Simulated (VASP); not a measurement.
## NiO: single point with LDA+U

The system is NiO.

```
Ni O
1.0
     0.00000    2.09867    2.09867
     2.09867    0.00000    2.09867
     2.09867    2.09867    0.00000
Ni O
1 1
Direct
  0.00000 0.00000 0.00000
  0.50000 0.50000 0.50000
```

```
Program             : VASP 6.6.1
Task                : single point
Functional          : LDA
Potentials or basis : VASP PAW LDA potentials, release 64 (Ni_sv_GW, O)
Cutoff              : 700 eV
k mesh              : 10 × 10 × 10
Occupations         : gaussian, width 0.05 eV
Spin                : collinear spin, ferromagnetic start
Starting moments    : [1.86, 0.26] μB
Hubbard terms       : Ni d U = 6.2 eV
```

```json
{"Pressure": "-10.8 GPa", "Band gap on the k mesh": "1.98 eV (least direct gap 2.70 eV)", "Net moment": "2.00 μB per cell", "Site moments": "Ni +1.76; O +0.20 μB", "Valence electrons inside the program's atomic spheres": "Ni 16.12; O 4.99"}
```

Levels at points of the mesh, in eV from the valence-band top:
Spin up:
```csv
k point,band 11,band 12,band 13,band 14,band 15,band 16
"(0.00, 0.00, 0.00)",-1.83,-1.83,-1.83,2.20,18.18,18.60
"(0.50, 0.00, 0.00)",-2.97,0.00,0.00,6.12,10.52,14.27
"(0.50, 0.50, 0.00)",-3.77,-3.20,-3.20,6.41,11.21,11.92
```
Spin down:
| k point | band 7 | band 8 | band 9 | band 10 | band 11 | band 12 | band 13 | band 14 | band 15 | band 16 |
| --- | --- | --- | --- | --- | --- | --- | --- | --- | --- | --- |
| (0.00, 0.00, 0.00) | -3.39 | -3.39 | -1.45 | -1.45 | -1.45 | 1.98 | 1.98 | 2.55 | 18.20 | 18.94 |
| (0.50, 0.00, 0.00) | -3.90 | -3.90 | -2.01 | -2.01 | -1.84 | 4.47 | 4.47 | 6.33 | 10.99 | 14.61 |
| (0.50, 0.50, 0.00) | -4.17 | -2.85 | -2.85 | -2.46 | -2.46 | 2.46 | 2.97 | 6.93 | 11.54 | 12.32 |

Eigenvalues of the final occupation matrices:
```
    site  spin  trace               eigenvalues
site 1 d     1   4.75  0.94 0.94 0.94 0.97 0.97
site 1 d     2   3.01  0.11 0.11 0.93 0.93 0.93
```

Run time: 2.1 min on 1 thread of AMD EPYC 7R43 64-Core Processor (Zen 3) (shared host), peak memory 0.17 GiB.

Caveat: the cell stands under tension; a cell with one magnetic atom can't hold antiferromagnetic order, which such compounds often take. The state reached can hang on the start; a lower one may exist.
